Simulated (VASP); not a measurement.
# BaSi12 (P-31m) in VASP: notebook

The runs below take BaSi12 through single point, relaxation of cell and atoms, with PBE.

Everything below comes from runs of VASP 6.6.1. Logs are shortened: lines on timing, memory, paths and dates and some standing lists are left out, and cuts for length are marked.

## 1. The cell of the first run

Symmetry: P-31m, No. 162, trigonal system. Conventional cell: a = 8.546 Å, b = 8.546 Å, c = 3.237 Å, α = 90.00°, β = 90.00°, γ = 120.00°. Ba (site symmetry -3m) has 2 Ba at 3.24 Å and 24 Si at 3.60 to 4.19 Å within 4.3 Å. Within 2.6 Å of Si (site symmetry 1) lie 4 Si at 1.97 to 2.40 Å.

## 2. Single point, PBE

Input file INCAR:

```
SYSTEM = BaSi12
PREC = Accurate
ENCUT = 520
EDIFF = 1E-7
ISMEAR = 0
SIGMA = 0.1
LREAL = .False.
LASPH = .True.
NELM = 60
ALGO = Normal
ISIF = 2
LWAVE = .False.
LCHARG = .False.
GGA = PE
NBANDS = 41
```

Input file KPOINTS:

```
Automatic mesh
0
Gamma
  3 3 6
  0 0 0
```

Input file POSCAR:

```
BaSi12
1.0
    8.5463443800      0.0000000000      0.0000000000
   -4.2731721900      7.4013513400      0.0000000000
    0.0000000000      0.0000000000      3.2370064200
Ba Si
1 12
Direct
    0.0000000000      0.0000000000      0.5000000000
    0.8502730400      0.5388260200      0.7830020200
    0.6885529800      0.5388260200      0.2169979800
    0.3114470200      0.8502730400      0.2169979800
    0.6885529800      0.1497269600      0.7830020200
    0.1497269600      0.6885529800      0.7830020200
    0.5388260200      0.6885529800      0.2169979800
    0.4611739800      0.1497269600      0.2169979800
    0.3114470200      0.4611739800      0.7830020200
    0.1497269600      0.4611739800      0.2169979800
    0.5388260200      0.8502730400      0.7830020200
    0.8502730400      0.3114470200      0.2169979800
    0.4611739800      0.3114470200      0.7830020200
```

Potentials or basis: VASP PAW PBE potentials, release 64 (Ba_sv, Si).

The run is started by

```sh
$ cat potpaw_PBE.64/Ba_sv/POTCAR potpaw_PBE.64/Si/POTCAR > POTCAR
$ mpirun -np 1 vasp_std > vasp.out
```

OUTCAR:

```text
SYSTEM = BaSi12
   PREC = Accurate
   ENCUT = 520
   EDIFF = 1E-7
   ISMEAR = 0
   LREAL = .False.
   LASPH = .True.
   NELM = 60
   ISIF = 2
   GGA = PE

 ion  position               nearest neighbor table
   1  0.000  0.000  0.500-   2 3.60  10 3.60   9 3.60   3 3.60   7 3.60  13 3.60  12 3.60   6 3.60
                             8 3.60  11 3.60   4 3.60   5 3.60
   2  0.850  0.539  0.783-   3 1.97   6 2.22   3 2.30  12 2.40  12 2.67   5 2.89  13 2.89   1 3.60

   3  0.689  0.539  0.217-   2 1.97   7 2.22   2 2.30  13 2.40  13 2.67   8 2.89  12 2.89   1 3.60

   4  0.311  0.850  0.217-   6 1.97   8 2.22   6 2.30  11 2.40  11 2.67  10 2.89   7 2.89   1 3.60

   5  0.689  0.150  0.783-  12 1.97  11 2.22  12 2.30   8 2.40   8 2.67   2 2.89  13 2.89   1 3.60

   6  0.150  0.689  0.783-   4 1.97   2 2.22   4 2.30  10 2.40  10 2.67   9 2.89  11 2.89   1 3.60

   7  0.539  0.689  0.217-  11 1.97   3 2.22  11 2.30   9 2.40   9 2.67  10 2.89   4 2.89   1 3.60

   8  0.461  0.150  0.217-  13 1.97   4 2.22  13 2.30   5 2.40   5 2.67   3 2.89  12 2.89   1 3.60

   9  0.311  0.461  0.783-  10 1.97  13 2.22  10 2.30   7 2.40   7 2.67  11 2.89   6 2.89   1 3.60

  10  0.150  0.461  0.217-   9 1.97  12 2.22   9 2.30   6 2.40   6 2.67   4 2.89   7 2.89   1 3.60

  11  0.539  0.850  0.783-   7 1.97   5 2.22   7 2.30   4 2.40   4 2.67   9 2.89   6 2.89   1 3.60

  12  0.850  0.311  0.217-   5 1.97  10 2.22   5 2.30   2 2.40   2 2.67   3 2.89   8 2.89   1 3.60

  13  0.461  0.311  0.783-   8 1.97   9 2.22   8 2.30   3 2.40   3 2.67   2 2.89   5 2.89   1 3.60

  LATTYP: Found a hexagonal cell.
 ALAT       =     8.5463443800
 C/A-ratio  =     0.3787591836

  Lattice vectors:

 A1 = (   8.5463443800,   0.0000000000,   0.0000000000)
 A2 = (  -4.2731721900,   7.4013513400,   0.0000000000)
 A3 = (   0.0000000000,   0.0000000000,   3.2370064200)

Analysis of symmetry for initial positions (statically):
=====================================================================
 Subroutine PRICEL returns:
 Original cell was already a primitive cell.

 Routine SETGRP: Setting up the symmetry group for a
 hexagonal supercell.

 Subroutine GETGRP returns: Found 12 space group operations
 (whereof 12 operations were pure point group operations)
 out of a pool of 24 trial point group operations.

The static configuration has the point symmetry D_3d.

Analysis of symmetry for dynamics (positions and initial velocities):
=====================================================================
 Subroutine PRICEL returns:
 Original cell was already a primitive cell.

 Routine SETGRP: Setting up the symmetry group for a
 hexagonal supercell.

 Subroutine GETGRP returns: Found 12 space group operations
 (whereof 12 operations were pure point group operations)
 out of a pool of 24 trial point group operations.

The dynamic configuration has the point symmetry D_3d.

 Subroutine INISYM returns: Found 12 space group operations
 (whereof 12 operations are pure point group operations),
 and found     1 'primitive' translations

----------------------------------------------------------------------------------------

                                     Primitive cell

  volume of cell :     204.7552

  direct lattice vectors                    reciprocal lattice vectors
     8.546344380  0.000000000  0.000000000     0.117009092  0.067555231  0.000000000
    -4.273172190  7.401351340  0.000000000     0.000000000  0.135110462  0.000000000
     0.000000000  0.000000000  3.237006420     0.000000000  0.000000000  0.308927407

  length of vectors
     8.546344380  8.546344378  3.237006420     0.135110462  0.135110462  0.308927407

  position of ions in fractional coordinates (direct lattice)
     0.000000000  0.000000000  0.500000000
     0.850273040  0.538826020  0.783002020
     0.688552980  0.538826020  0.216997980
     0.311447020  0.850273040  0.216997980
     0.688552980  0.149726960  0.783002020
     0.149726960  0.688552980  0.783002020
     0.538826020  0.688552980  0.216997980
     0.461173980  0.149726960  0.216997980
     0.311447020  0.461173980  0.783002020
     0.149726960  0.461173980  0.216997980
     0.538826020  0.850273040  0.783002020
     0.850273040  0.311447020  0.216997980
     0.461173980  0.311447020  0.783002020

  ion indices of the primitive-cell ions
   primitive index   ion index
                 1           1
                 2           2
                 3           3
                 4           4
                 5           5
                 6           6
                 7           7
                 8           8
                 9           9
                10          10
                11          11
                12          12
                13          13

----------------------------------------------------------------------------------------

 KPOINTS: Automatic mesh

Automatic generation of k-mesh.
 Grid dimensions read from file:
 generate k-points for:    3    3    6

 Generating k-lattice:

  Cartesian coordinates                     Fractional coordinates (reciprocal lattice)
     0.039003031  0.022518410  0.000000000     0.333333333  0.000000000  0.000000000
     0.000000000  0.045036821  0.000000000     0.000000000  0.333333333  0.000000000
     0.000000000  0.000000000  0.051487901     0.000000000  0.000000000  0.166666667

  Length of vectors
     0.045036821  0.045036821  0.051487901

  Shift w.r.t. Gamma in fractional coordinates (k-lattice)
     0.000000000  0.000000000  0.000000000

 Subroutine IBZKPT returns following result:
 ===========================================

 Found     14 irreducible k-points:

 Following reciprocal coordinates:
            Coordinates               Weight
  0.000000  0.000000  0.000000      1.000000
  0.333333  0.000000  0.000000      6.000000
  0.333333  0.333333  0.000000      2.000000
  0.000000  0.000000  0.166667      2.000000
  0.333333  0.000000  0.166667     12.000000
  0.333333  0.333333  0.166667      2.000000
 -0.333333 -0.333333  0.166667      2.000000
  0.000000  0.000000  0.333333      2.000000
  0.333333  0.000000  0.333333     12.000000
  0.333333  0.333333  0.333333      2.000000
 -0.333333 -0.333333  0.333333      2.000000
  0.000000  0.000000  0.500000      1.000000
  0.333333  0.000000  0.500000      6.000000
  0.333333  0.333333  0.500000      2.000000
   k-points           NKPTS =     14   k-points in BZ     NKDIM =     14   number of bands    NBANDS=     41
   number of dos      NEDOS =    301   number of ions     NIONS =     13
   total plane-waves  NPLWV =  98304
   dimension x,y,z NGX =    64 NGY =   64 NGZ =   24
   dimension x,y,z NGXF=   128 NGYF=  128 NGZF=   48
   ions per type =               1  12
   NGX,Y,Z   is equivalent  to a cutoff of  12.45, 12.45, 12.33 a.u.
   NGXF,Y,Z  is equivalent  to a cutoff of  24.90, 24.90, 24.65 a.u.
 SYSTEM =  BaSi12
   PREC   = accura    normal or accurate (medium, high low for compatibility)
   ISTART =      0    job   : 0-new  1-cont  2-samecut
   ICHARG =      2    charge: 1-file 2-atom 10-const
   ISPIN  =      1    spin polarized calculation?
   LNONCOLLINEAR =      F non collinear calculations
   LSORBIT =      F    spin-orbit coupling
   LASPH  =      T    aspherical Exc in radial PAW
   ENCUT  =  520.0 eV  38.22 Ry    6.18 a.u.  15.89 15.89  6.02*2*pi/ulx,y,z
   NELM   =     60;   NELMIN=  2; NELMDL= -5     # of ELM steps
   EDIFF  = 0.1E-06   stopping-criterion for ELM
   LREAL  =      F    real-space projection
   EDIFFG = 0.1E-05   stopping-criterion for IOM
   NSW    =      0    number of steps for IOM
   IBRION =     -1    ionic relax: 0-MD 1-quasi-New 2-CG
   NFREE  =      0    steps in history (QN), initial steepest desc. (CG)
   ISIF   =      2    stress and relaxation
   ISYM   =      2    0-nonsym 1-usesym 2-fastsym
   POTIM  = 0.5000    time-step for ionic-motion
   TEBEG  =    0.0;   TEEND  =   0.0 temperature during run
   PSTRESS=    0.0 pullay stress
   NELECT =      58.0000    total number of electrons
   NUPDOWN=      -1.0000    fix difference up-down
   EMIN   =  10.00;   EMAX   =-10.00  energy-range for DOS
   EFERMI =   0.00;   METHOD = LEGACY
   ISMEAR =     0;   SIGMA  =   0.10  broadening in eV -4-tet -1-fermi 0-gaus
   EFERMI_NEDOS =   21; number of points for ismear=-14 and -15
   IALGO  =     38    algorithm
   IMIX   =      4    mixing-type and parameters
     AMIX     =   0.40;   BMIX     =  1.00
     AMIX_MAG =   1.60;   BMIX_MAG =  1.00
  volume/ion in A,a.u.               =      15.75       106.29
  Fermi-wavevector in a.u.,A,eV,Ry     =   1.075159  2.031755 15.727870  1.155966
  Thomas-Fermi vector in A             =   2.211007
   LORBIT       =      0    0 simple, 1 ext, 2 COOP (PROOUT), +10 PAW based schemes
   GGA     = PE    functional components
   LHFCALC =     F    Hartree Fock is set to
   AEXX    =    0.0000 exact exchange contribution
   IVDW    =     0    specifies the selected vdW correction
   LEPSILON=     F    determine dielectric tensor
   LRPA    =     F    only Hartree local field effects (RPA)
 non-spin polarized calculation
 Gauss-broadening in eV      SIGMA  =   0.10
  energy-cutoff  :      520.00
  volume of cell :      204.76
 maximum number of plane-waves:      5574
   NGX = 31   NGY = 31   NGZ = 13

 number of electron      57.9999994 magnetization

 Free energy of the ion-electron system (eV)
  ---------------------------------------------------
  ext. energy  EPLUGINS =         0.00000000
  ---------------------------------------------------
  free energy    TOTEN  =       -53.74504953 eV

  energy without entropy =      -53.71238831  energy(sigma->0) =      -53.72871892

 E-fermi :   9.1911     XC(G=0): -10.7166

 val. band max:        9.1877853206   @ k =   0.0000   0.0000   0.5000
 cond. band min:       9.2319639056   @ k =   0.3333   0.0000   0.0000
 fundamental gap:      0.0441785850
 Fermi energy:         9.1910574987

 k-point     1 :       0.0000    0.0000    0.0000
  band No.  band energies     occupation
      1     -19.8133      2.00000
      2      -5.8364      2.00000
      3      -5.1136      2.00000
      4      -5.1136      2.00000
      5      -4.3256      2.00000
      6      -3.5458      2.00000
[... 33 lines left out ...]
     40      13.1926      0.00000
     41      13.1999      0.00000

 k-point     2 :       0.3333    0.0000    0.0000
  band No.  band energies     occupation
      1     -19.8133      2.00000
      2      -5.7458      2.00000
      3      -5.1356      2.00000
      4      -5.0610      2.00000
      5      -4.7871      2.00000
      6      -3.5463      2.00000
[... 33 lines left out ...]
     40      12.7953      0.00000
     41      13.2321      0.00000

 k-point     3 :       0.3333    0.3333    0.0000
  band No.  band energies     occupation
      1     -19.8133      2.00000
      2      -5.5268      2.00000
      3      -5.5268      2.00000
      4      -4.8459      2.00000
      5      -4.8459      2.00000
      6      -3.6377      2.00000
[... 435 lines left out ...]
      2      -6.4964      2.00000
      3      -4.5652      2.00000
      4      -4.5603      2.00000
      5      -2.9413      2.00000
      6      -2.2310      2.00000
[... 33 lines left out ...]
     40      12.1523      0.00000
     41      12.6867      0.00000

 k-point    14 :       0.3333    0.3333    0.5000
  band No.  band energies     occupation
      1     -19.3508      2.00000
      2      -6.4958      2.00000
      3      -4.5645      2.00000
      4      -4.5645      2.00000
      5      -2.6493      2.00000
      6      -2.6493      2.00000
[... 33 lines left out ...]
     40      12.3013      0.00000
     41      12.3013      0.00000

------------------------ aborting loop because EDIFF is reached ----------------------------------------

  FORCE on cell =-STRESS in cart. coord.  units (eV):
  Direction    XX          YY          ZZ          XY          YZ          ZX
  --------------------------------------------------------------------------------------
  -------------------------------------------------------------------------------------
  Total       42.1958541     42.1958540     70.7335712      0.0000000      0.0000000      0.0000000
  in kB      330.1759178    330.1759176    553.4790639      0.0000000      0.0000000      0.0000000
  external PRESSURE =     404.6102998 kB  Pullay stress =       0.0000000 kB

 VOLUME and BASIS-vectors are now :
 -----------------------------------------------------------------------------
  energy-cutoff  :      520.00
  volume of cell :      204.76
      direct lattice vectors                 reciprocal lattice vectors
     8.546344380  0.000000000  0.000000000     0.117009092  0.067555231  0.000000000
    -4.273172190  7.401351340  0.000000000     0.000000000  0.135110462  0.000000000
     0.000000000  0.000000000  3.237006420     0.000000000  0.000000000  0.308927407

 POSITION                                       TOTAL-FORCE (eV/Angst)
 -----------------------------------------------------------------------------------
      0.00000      0.00000      1.61850        -0.000000      0.000000      0.000000
      4.96423      3.98804      2.53458         3.249279      0.402862     -4.506175
      3.58211      3.98804      0.70242        -3.249279      0.402862      4.506175
     -0.97163      6.29317      0.70242         1.275751      3.015389      4.506175
      5.24480      1.10818      2.53458        -1.275751     -3.015389     -4.506175
     -1.66269      5.09622      2.53458        -1.973528     -2.612528     -4.506175
      1.66269      5.09622      0.70242         1.973528     -2.612528      4.506175
      3.30154      1.10818      0.70242         1.275751     -3.015389      4.506175
      0.69106      3.41331      2.53458         3.249279     -0.402862     -4.506175
     -0.69106      3.41331      0.70242        -3.249279     -0.402862      4.506175
      0.97163      6.29317      2.53458        -1.275751      3.015389     -4.506175
      5.93586      2.30513      0.70242         1.973528      2.612528      4.506175
      2.61048      2.30513      2.53458        -1.973528      2.612528     -4.506175
 -----------------------------------------------------------------------------------
    total drift:                                0.000000      0.000000     -0.000000

  FREE ENERGIE OF THE ION-ELECTRON SYSTEM (eV)
  ---------------------------------------------------
  free  energy   TOTEN  =       -53.7450495263 eV

  energy  without entropy=      -53.7123883146  energy(sigma->0) =      -53.72871892
```

Wall time 80 s (1 thread of Intel Xeon Platinum 8488C (Sapphire Rapids), shared host); peak memory 0.34 GiB.

What came out:

| Quantity | Value |
| --- | --- |
| Free energy | -53.7450 eV |
| Pressure | 40.5 GPa |
| Largest force | 5.570 eV/Å |
| Band gap on the k mesh | zero (band 29 reaches 10.03 eV, above the bottom of band 30 at 8.32 eV) |

Forces on the atoms (eV/Å):
```
Ba   0.000  0.000  0.000
Si   3.249  0.403 -4.506
Si  -3.249  0.403  4.506
Si   1.276  3.015  4.506
Si  -1.276 -3.015 -4.506
Si  -1.974 -2.613 -4.506
Si   1.974 -2.613  4.506
Si   1.276 -3.015  4.506
Si   3.249 -0.403 -4.506
Si  -3.249 -0.403  4.506
Si  -1.276  3.015 -4.506
Si   1.974  2.613  4.506
Si  -1.974  2.613 -4.506
```

Stress tensor (GPa, compression positive):
```
33.02  0.00  0.00
 0.00 33.02  0.00
 0.00  0.00 55.35
```

Caveat: spin-orbit coupling is left out, which moves the levels of the heavy elements; forces of over 1 eV/Å act on the atoms, so gaps and moduli don't describe the material at rest.

## 3. Single point, PBE

This run uses another cell than the first one, of 20.14 Å³/atom, 1.279 times its volume.

Input file INCAR:

```
PREC = Accurate ; ENCUT = 520
EDIFF = 1E-6 ; ISMEAR = 0
SIGMA = 0.1 ; LREAL = False
LASPH = True ; NELM = 80
ALGO = Normal ; ISIF = 2
LWAVE = False ; LCHARG = False
GGA = PE ; NBANDS = 41
```

Input file KPOINTS:

```
Automatic mesh
0
Gamma
  3 3 6
```

Input file POSCAR:

```
BaSi12
1.0
    8.8644206128      0.0000000000      0.0000000000
   -4.4322103064      7.6768134405      0.0000000000
    0.0000000000      0.0000000000      3.8473868388
Ba Si
1 12
Direct
    0.0000000000      0.0000000000      0.5000000000
    0.8456746590      0.5366029473      0.7495654461
    0.6909282883      0.5366029473      0.2504345539
    0.3090717117      0.8456746590      0.2504345539
    0.6909282883      0.1543253410      0.7495654461
    0.1543253410      0.6909282883      0.7495654461
    0.5366029473      0.6909282883      0.2504345539
    0.4633970527      0.1543253410      0.2504345539
    0.3090717117      0.4633970527      0.7495654461
    0.1543253410      0.4633970527      0.2504345539
    0.5366029473      0.8456746590      0.7495654461
    0.8456746590      0.3090717117      0.2504345539
    0.4633970527      0.3090717117      0.7495654461
```

Potentials or basis: VASP PAW PBE potentials, release 64 (Ba_sv, Si).

The run is started by

```sh
$ cat potpaw_PBE.64/Ba_sv/POTCAR potpaw_PBE.64/Si/POTCAR > POTCAR
$ mpirun -np 1 vasp_std > vasp.out
```

It took 2.1 min on 1 thread of Intel Xeon Platinum 8488C (Sapphire Rapids), shared host; peak memory 0.41 GiB.

It converged, with:

```yaml
Free_energy: -63.0898 eV
Pressure: 0.1 GPa
Largest_force: 0.018 eV/Å
Band_gap_on_the_k_mesh: zero (band 29 reaches 6.99 eV, above the bottom of band 30 at 5.82 eV)
```

Forces on the atoms (eV/Å):
```
Ba   0.000  0.000  0.000
Si  -0.011 -0.013  0.005
Si   0.011 -0.013 -0.005
Si   0.005 -0.016 -0.005
Si  -0.005  0.016  0.005
Si   0.017  0.003  0.005
Si  -0.017  0.003 -0.005
Si   0.005  0.016 -0.005
Si  -0.011  0.013  0.005
Si   0.011  0.013 -0.005
Si  -0.005 -0.016  0.005
Si  -0.017 -0.003 -0.005
Si   0.017 -0.003  0.005
```

Stress tensor (GPa, compression positive):
```
 0.28  0.00  0.00
 0.00  0.28  0.00
 0.00  0.00 -0.12
```

Levels at points of the mesh, in eV from the Fermi level:
```
           k point  band 26  band 27  band 28  band 29  band 30  band 31  band 32  band 33
(0.00, 0.00, 0.00)    -1.31    -1.26    -1.16    -0.63    -0.63     0.10     1.56     1.56
(0.00, 0.00, 0.50)    -2.01    -1.46    -1.22    -0.05     0.09     0.72     0.72     0.75
```

Caveat: spin-orbit coupling is left out, which moves the levels of the heavy elements.

(Part 1 of 2 ends here.)
